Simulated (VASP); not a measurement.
# SiC (R3m) in VASP: notebook

Runs on SiC. Level: PBE. Tasks: single point.

All numbers are computed with VASP 6.6.1; they aren't measurements. Logs are shortened: lines on timing, memory, paths and dates and some standing lists are left out, and cuts for length are marked.

### Step 1. The cell of the first run

Symmetry: R3m, No. 160, trigonal system. The conventional cell has a = 3.155 Å, b = 3.155 Å, c = 7.133 Å, α = 90.00°, β = 90.00°, γ = 120.00°. Within 2.4 Å of Si (site symmetry 3m) lie 4 C at 1.78 to 1.92 Å. C (site symmetry 3m) has 4 Si at 1.78 to 1.92 Å within 2.4 Å.

### Step 2. Single point, PBE

INCAR

```
SYSTEM = SiC
  ALGO = Normal
  EDIFF = 1E-7
  ENCUT = 520
  GGA = PE
  ISIF = 2
  ISMEAR = 0
  LASPH = .True.
  LCHARG = .True.
  LELF = .True.
  LREAL = .False.
  LVHAR = .True.
  LWAVE = .False.
  NBANDS = 11
  NELM = 80
  PREC = Accurate
  SIGMA = 0.05
```

KPOINTS

```
k-points
0
Gamma
  12 12 12
  0 0 0
```

POSCAR

```
SiC
1.0
    0.0000000000      2.2309676046      2.2309676046
    2.2309676046      0.0000000000      2.2309676046
    2.1164446009      2.1164446009      0.1145230037
Si C
1 1
Direct
    0.0000000000      0.0000000000      0.0000000000
    0.7500000000      0.7500000000      0.7500000000
```

Potentials or basis: VASP PAW PBE potentials, release 64 (Si, C).

Started as:

```bash
$ cat potpaw_PBE.64/Si/POTCAR potpaw_PBE.64/C/POTCAR > POTCAR
$ mpirun -np 1 vasp_std > vasp.out
```

OUTCAR:

```text
SYSTEM = SiC
   EDIFF = 1E-7
   ENCUT = 520
   GGA = PE
   ISIF = 2
   ISMEAR = 0
   LASPH = .True.
   LREAL = .False.
   NELM = 80
   PREC = Accurate

 ion  position               nearest neighbor table
   1  0.000  0.000  0.000-   2 1.78   2 1.92   2 1.92   2 1.92
   2  0.750  0.750  0.750-   1 1.78   1 1.92   1 1.92   1 1.92

  LATTYP: Found a trigonal (rhomboedric) cell.
 ALAT       =     2.9952948128
 COS(alpha) =     0.4452371389

  Lattice vectors:

 A1 = (   2.1164446009,  -0.1145230037,  -2.1164446009)
 A2 = (  -0.1145230037,   2.1164446009,  -2.1164446009)
 A3 = (   2.1164446009,   2.1164446009,   0.1145230037)

Analysis of symmetry for initial positions (statically):
=====================================================================
 Subroutine PRICEL returns:
 Original cell was already a primitive cell.

 Routine SETGRP: Setting up the symmetry group for a
 trigonal (rhombohedral) supercell.

 Subroutine GETGRP returns: Found  6 space group operations
 (whereof  6 operations were pure point group operations)
 out of a pool of 12 trial point group operations.

The static configuration has the point symmetry C_3v.

Analysis of symmetry for dynamics (positions and initial velocities):
=====================================================================
 Subroutine PRICEL returns:
 Original cell was already a primitive cell.

 Routine SETGRP: Setting up the symmetry group for a
 trigonal (rhombohedral) supercell.

 Subroutine GETGRP returns: Found  6 space group operations
 (whereof  6 operations were pure point group operations)
 out of a pool of 12 trial point group operations.

The dynamic configuration has the point symmetry C_3v.

 Subroutine INISYM returns: Found  6 space group operations
 (whereof  6 operations are pure point group operations),
 and found     1 'primitive' translations

----------------------------------------------------------------------------------------

                                     Primitive cell

  volume of cell :      20.4980

  direct lattice vectors                    reciprocal lattice vectors
     0.000000000  2.230967605  2.230967605    -0.230350246  0.217885756  0.230350246
     2.230967605  0.000000000  2.230967605     0.217885756 -0.230350246  0.230350246
     2.116444601  2.116444601  0.114523004     0.242814736  0.242814736 -0.242814736

  length of vectors
     3.155064644  3.155064644  2.995294813     0.391914116  0.391914116  0.420567459

  position of ions in fractional coordinates (direct lattice)
     0.000000000  0.000000000  0.000000000
     0.750000000  0.750000000  0.750000000

  ion indices of the primitive-cell ions
   primitive index   ion index
                 1           1
                 2           2

----------------------------------------------------------------------------------------

 KPOINTS: k-points

Automatic generation of k-mesh.
 Grid dimensions read from file:
 generate k-points for:   12   12   12

 Generating k-lattice:

  Cartesian coordinates                     Fractional coordinates (reciprocal lattice)
    -0.019195854  0.018157146  0.019195854     0.083333333  0.000000000  0.000000000
     0.018157146 -0.019195854  0.019195854     0.000000000  0.083333333  0.000000000
     0.020234561  0.020234561 -0.020234561     0.000000000  0.000000000  0.083333333

  Length of vectors
     0.032659510  0.032659510  0.035047288

  Shift w.r.t. Gamma in fractional coordinates (k-lattice)
     0.000000000  0.000000000  0.000000000

 Subroutine IBZKPT returns following result:
 ===========================================

 Found    189 irreducible k-points:

 Following reciprocal coordinates:
            Coordinates               Weight
  0.000000  0.000000  0.000000      1.000000
  0.083333  0.000000  0.000000      6.000000
  0.166667  0.000000 -0.000000      6.000000
  0.250000  0.000000  0.000000      6.000000
  0.333333  0.000000  0.000000      6.000000
  0.416667  0.000000 -0.000000      6.000000
[... 16 lines left out ...]
  0.500000  0.166667 -0.000000     12.000000
 -0.416667  0.166667 -0.000000     12.000000
 [... further k-points ...]
   k-points           NKPTS =    189   k-points in BZ     NKDIM =    189   number of bands    NBANDS=     11
   number of dos      NEDOS =    301   number of ions     NIONS =      2
   total plane-waves  NPLWV =  13824
   dimension x,y,z NGX =    24 NGY =   24 NGZ =   24
   dimension x,y,z NGXF=    48 NGYF=   48 NGZF=   48
   ions per type =               1   1
   NGX,Y,Z   is equivalent  to a cutoff of  12.65, 12.65, 13.32 a.u.
   NGXF,Y,Z  is equivalent  to a cutoff of  25.29, 25.29, 26.64 a.u.
 SYSTEM =  SiC
   PREC   = accura    normal or accurate (medium, high low for compatibility)
   ISTART =      0    job   : 0-new  1-cont  2-samecut
   ICHARG =      2    charge: 1-file 2-atom 10-const
   ISPIN  =      1    spin polarized calculation?
   LNONCOLLINEAR =      F non collinear calculations
   LSORBIT =      F    spin-orbit coupling
   LASPH  =      T    aspherical Exc in radial PAW
   ENCUT  =  520.0 eV  38.22 Ry    6.18 a.u.   5.87  5.87  5.57*2*pi/ulx,y,z
   NELM   =     80;   NELMIN=  2; NELMDL= -5     # of ELM steps
   EDIFF  = 0.1E-06   stopping-criterion for ELM
   LREAL  =      F    real-space projection
   EDIFFG = 0.1E-05   stopping-criterion for IOM
   NSW    =      0    number of steps for IOM
   IBRION =     -1    ionic relax: 0-MD 1-quasi-New 2-CG
   NFREE  =      0    steps in history (QN), initial steepest desc. (CG)
   ISIF   =      2    stress and relaxation
   ISYM   =      2    0-nonsym 1-usesym 2-fastsym
   POTIM  = 0.5000    time-step for ionic-motion
   TEBEG  =    0.0;   TEEND  =   0.0 temperature during run
   PSTRESS=    0.0 pullay stress
   NELECT =       8.0000    total number of electrons
   NUPDOWN=      -1.0000    fix difference up-down
   EMIN   =  10.00;   EMAX   =-10.00  energy-range for DOS
   EFERMI =   0.00;   METHOD = LEGACY
   ISMEAR =     0;   SIGMA  =   0.05  broadening in eV -4-tet -1-fermi 0-gaus
   EFERMI_NEDOS =   21; number of points for ismear=-14 and -15
   IALGO  =     38    algorithm
   IMIX   =      4    mixing-type and parameters
     AMIX     =   0.40;   BMIX     =  1.00
     AMIX_MAG =   1.60;   BMIX_MAG =  1.00
  volume/ion in A,a.u.               =      10.25        69.16
  Fermi-wavevector in a.u.,A,eV,Ry     =   1.196376  2.260823 19.474228  1.431315
  Thomas-Fermi vector in A             =   2.332318
   LORBIT       =      0    0 simple, 1 ext, 2 COOP (PROOUT), +10 PAW based schemes
   GGA     = PE    functional components
   LHFCALC =     F    Hartree Fock is set to
   AEXX    =    0.0000 exact exchange contribution
   IVDW    =     0    specifies the selected vdW correction
   LEPSILON=     F    determine dielectric tensor
   LRPA    =     F    only Hartree local field effects (RPA)
 non-spin polarized calculation
 Gauss-broadening in eV      SIGMA  =   0.05
  energy-cutoff  :      520.00
  volume of cell :       20.50
 maximum number of plane-waves:       566
   NGX = 11   NGY = 11   NGZ = 11

 number of electron       8.0000001 magnetization

 Free energy of the ion-electron system (eV)
  ---------------------------------------------------
  ext. energy  EPLUGINS =         0.00000000
  ---------------------------------------------------
  free energy    TOTEN  =       -14.89179741 eV

  energy without entropy =      -14.89179741  energy(sigma->0) =      -14.89179741

 E-fermi :   8.6690     XC(G=0): -11.3951

 val. band max:        8.4423979691   @ k =   0.0000   0.0000   0.0000
 cond. band min:       9.4508975904   @ k =   0.5000   0.5000  -0.0000
 fundamental gap:      1.0084996214
 Fermi energy:         8.6690095729

 k-point     1 :       0.0000    0.0000    0.0000
  band No.  band energies     occupation
      1      -7.2816      2.00000
      2       8.0753      2.00000
      3       8.0753      2.00000
      4       8.4424      2.00000
      5      13.8478      0.00000
      6      14.9980      0.00000
      7      14.9980      0.00000
      8      17.6487      0.00000
      9      22.8451      0.00000
     10      22.8451      0.00000
     11      24.8474      0.00000

 k-point     2 :       0.0833    0.0000    0.0000
  band No.  band energies     occupation
      1      -7.1503      2.00000
      2       7.3216      2.00000
      3       8.0043      2.00000
      4       8.3280      2.00000
      5      14.2012      0.00000
      6      15.1647      0.00000
      7      15.2359      0.00000
      8      17.6951      0.00000
      9      21.9922      0.00000
     10      22.3417      0.00000
     11      24.8375      0.00000

 k-point     3 :       0.1667    0.0000   -0.0000
  band No.  band energies     occupation
      1      -6.7606      2.00000
      2       5.6328      2.00000
      3       7.8292      2.00000
      4       8.0901      2.00000
      5      14.4493      0.00000
      6      15.5201      0.00000
      7      15.9895      0.00000
      8      17.8614      0.00000
      9      21.0333      0.00000
     10      21.8709      0.00000
     11      24.1518      0.00000

 k-point     4 :       0.2500    0.0000    0.0000
  band No.  band energies     occupation
      1      -6.1278      2.00000
      2       3.7044      2.00000
      3       7.6252      2.00000
      4       7.8127      2.00000
      5      14.3561      0.00000
      6      15.6962      0.00000
      7      16.6207      0.00000
      8      18.0675      0.00000
      9      20.9126      0.00000
     10      22.2112      0.00000
     11      23.7514      0.00000
[... 239 lines left out ...]
 k-point    22 :       0.4167    0.1667   -0.0000
  band No.  band energies     occupation
      1      -4.4934      2.00000
      2       1.5092      2.00000
      3       5.9982      2.00000
      4       6.6951      2.00000
      5      13.3558      0.00000
      6      16.0072      0.00000
      7      17.1919      0.00000
      8      18.0569      0.00000
      9      21.7005      0.00000
     10      25.5044      0.00000
     11      26.7526      0.00000

 k-point    23 :       0.5000    0.1667   -0.0000
  band No.  band energies     occupation
      1      -3.6831      2.00000
      2       0.2691      2.00000
      3       5.5339      2.00000
      4       6.7571      2.00000
      5      13.4509      0.00000
      6      16.0723      0.00000
      7      17.6144      0.00000
      8      18.3632      0.00000
      9      22.0536      0.00000
     10      25.7072      0.00000
     11      26.8052      0.00000

 k-point    24 :      -0.4167    0.1667   -0.0000
  band No.  band energies     occupation
      1      -3.5788      2.00000
      2       0.1319      2.00000
      3       5.1765      2.00000
      4       6.9636      2.00000
      5      13.7518      0.00000
      6      15.9828      0.00000
      7      17.4590      0.00000
      8      19.1835      0.00000
      9      22.3259      0.00000
     10      24.3936      0.00000
     11      26.5148      0.00000

 [... further k-points ...]

------------------------ aborting loop because EDIFF is reached ----------------------------------------

  FORCE on cell =-STRESS in cart. coord.  units (eV):
  Direction    XX          YY          ZZ          XY          YZ          ZX
  --------------------------------------------------------------------------------------
  -------------------------------------------------------------------------------------
  Total        0.9578730      0.9578730      0.9578730      2.0495267     -2.0495267     -2.0495267
  in kB       74.8698636     74.8698636     74.8698636    160.1963673   -160.1963673   -160.1963673
  external PRESSURE =      74.8698636 kB  Pullay stress =       0.0000000 kB

 VOLUME and BASIS-vectors are now :
 -----------------------------------------------------------------------------
  energy-cutoff  :      520.00
  volume of cell :       20.50
      direct lattice vectors                 reciprocal lattice vectors
     0.000000000  2.230967605  2.230967605    -0.230350246  0.217885756  0.230350246
     2.230967605  0.000000000  2.230967605     0.217885756 -0.230350246  0.230350246
     2.116444601  2.116444601  0.114523004     0.242814736  0.242814736 -0.242814736

 POSITION                                       TOTAL-FORCE (eV/Angst)
 -----------------------------------------------------------------------------------
      0.00000      0.00000      0.00000        -0.683968     -0.683968      0.683968
      3.26056      3.26056      3.43234         0.683968      0.683968     -0.683968
 -----------------------------------------------------------------------------------
    total drift:                               -0.000081     -0.000081      0.000081

  FREE ENERGIE OF THE ION-ELECTRON SYSTEM (eV)
  ---------------------------------------------------
  free  energy   TOTEN  =       -14.8917974132 eV

  energy  without entropy=      -14.8917974132  energy(sigma->0) =      -14.89179741
```

Wall time 17 s (1 thread of Intel Xeon Platinum 8488C (Sapphire Rapids), shared host); peak memory 0.16 GiB.

Results:

* Free energy: -14.8918 eV
* Pressure: 7.5 GPa
* Largest force: 1.185 eV/Å
* Band gap on the k mesh: 1.01 eV, indirect (least direct gap 3.96 eV)

Forces on the atoms (eV/Å):
```
Si  -0.684 -0.684  0.684
C    0.684  0.684 -0.684
```

Caveat: forces of over 1 eV/Å act on the atoms, so gaps and moduli don't describe the material at rest. A hybrid or GW would open this gap; PBE tends to underestimate it.

[end of part 1 of 2]
